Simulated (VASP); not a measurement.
MnHg:

```xyz
2
Lattice="3.2880 0.0000 0.0000 0.0000 3.2880 0.0000 0.0000 0.0000 3.3130" Properties=species:S:1:pos:R:3 pbc="T T T"
Mn    1.6440    1.6440    1.6565
Hg    0.0000    0.0000    0.0000
```

Base run:

- Program: VASP 6.6.1
- Functional: PBE
- Potentials or basis: VASP PAW PBE potentials, release 64 (Mn_pv, Hg)
- Cutoff: 520 eV
- k mesh: 12 × 12 × 12
- Occupations: gaussian, width 0.1 eV
- Spin: collinear spin, ferromagnetic start
- Starting moments: [5.0, 0.0] μB

Its results: pressure 2.5 GPa; site moments Mn +3.81; Hg -0.06 μB.

Task: The run is repeated on the same cell with these changes: moments at the start from [5.0, 0.0] to [4.85, 0.21]; fixed moment from none to 5 μB. What comes out?

Result: Pressure 12.4 GPa; site moments Mn +4.32; Hg +0.20 μB.

Caveats: the cell stands under pressure (at least some runs); the total moment is fixed, so each spin has its own Fermi level and the state may be an excited one (at least some runs).
